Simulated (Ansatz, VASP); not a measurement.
**ScB2P3: VASP beside Ansatz**

```
Sc B P
1.0
     2.34889    1.35613    4.61884
    -2.34889    1.35613    4.61884
     0.00000   -2.71226    4.61884
Sc B P
1 2 3
Direct
  0.50000 0.50000 0.50000
  0.21676 0.21676 0.21676
  0.78324 0.78324 0.78324
  0.50000 0.00000 0.50000
  0.00000 0.50000 0.50000
  0.50000 0.50000 0.00000
```

Change from the starting cell: species swapped into the Y2CoRu3 type (R-3m, No. 166).

Alike in both runs: task single point; functional PBE; k mesh 6 × 6 × 6; occupations gaussian, width 0.1 eV; collinear spin.

```csv
,VASP,Ansatz
version,VASP 6.6.1,Ansatz 0.2.0
potentials or method,"VASP PAW PBE potentials, release 64 (Sc_sv, B, P), cutoff 500 eV","scalar-relativistic, plane waves, PAW"
valence electrons in the cell,32,32
```

Ansatz gave:

| Item | Value |
| --- | --- |
| gap on the k mesh at the Fermi level (eV) | none |
| pressure (GPa) | 0.0 |
| traceless stress, the component that is largest in VASP (GPa) | 0.01 |
| rms of the force components (eV/Å) | 0.001 |
| net moment per atom (μB) | 0.00 |

Question: Estimate VASP's values.

Answer: gap on the k mesh at the Fermi level (eV): none; pressure (GPa): -0.1; traceless stress, the component that is largest in VASP (GPa): 0.21; rms of the force components (eV/Å): 0.004; net moment per atom (μB): 0.00.

Atom by atom the forces differ by 0.003 eV/Å (rms over components). A gap of «none» marks a metal or a gap that the smearing closes. Ansatz's warnings: seeded moment not kept.
